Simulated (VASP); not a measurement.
Set up this calculation in VASP 6.6.1, as the native input.

- Task: single point
- Functional: r2SCAN
- Potentials or basis: VASP PAW PBE potentials, release 64 (Ga_d, N)
- Cutoff: 520 eV
- k mesh: 10 × 10 × 10
- Occupations: gaussian, width 0.01 eV
- Spin: no spin polarisation
- Dipole correction: no
- Further INCAR settings: ALGO = Normal; EDIFF = 1e-06; NBANDS = 16

The system is GaN.

```
Ga N
1.0
     0.00000    2.10852    2.17177
     2.10852    0.00000    2.17177
     2.10852    2.10852    0.00000
Ga N
1 1
Direct
  0.00000 0.00000 0.00000
  0.50000 0.50000 0.50000
```

This cell differs from its parent crystal: uniaxial z strain +3.0%.

The input as run:

POSCAR

```
GaN
1.0
    0.0000000000      2.1085152362      2.1717706933
    2.1085152362      0.0000000000      2.1717706933
    2.1085152362      2.1085152362      0.0000000000
Ga N
1 1
Direct
    0.0000000000      0.0000000000      0.0000000000
    0.5000000000      0.5000000000      0.5000000000
```

INCAR.step1

```
  PREC = Accurate
  ENCUT = 520
  ISMEAR = 0
  SIGMA = 0.01
  LREAL = F
  LASPH = T
  NELM = 100
  NBANDS = 16
  GGA = PE
  ALGO = Normal
  EDIFF = 1E-4
  LWAVE = T
  LCHARG = F
```

INCAR.step2

```
  PREC = Accurate
  ENCUT = 520
  EDIFF = 1E-6
  ISMEAR = 0
  SIGMA = 0.01
  LREAL = F
  LASPH = T
  NELM = 100
  ALGO = Normal
  ISIF = 2
  LWAVE = F
  LCHARG = F
  METAGGA = R2SCAN
  LMIXTAU = T
  NBANDS = 16
  ISTART = 1
```

KPOINTS

```
Automatic mesh
0
Gamma
  10 10 10
```

Potentials or basis: VASP PAW PBE potentials, release 64 (Ga_d, N).

Run with:

```bash
$ cat potpaw_PBE.64/Ga_d/POTCAR potpaw_PBE.64/N/POTCAR > POTCAR
$ cp INCAR.step1 INCAR
$ mpirun -np 1 vasp_std > vasp.out
$ cp INCAR.step2 INCAR
$ mpirun -np 1 vasp_std > vasp.out
```

It gave:

The pressure is -5.3 GPa and the band gap on the k mesh is 0.83 eV, indirect (least direct gap 2.86 eV).

Caveat: the cell differs from its parent crystal (uniaxial z strain +3.0%); the PAW data sets were made with another functional, which shifts forces and pressure a little.

It took 71 s on 1 thread of Intel Xeon 6975P-C, with other jobs on the host, peak memory 0.17 GiB.
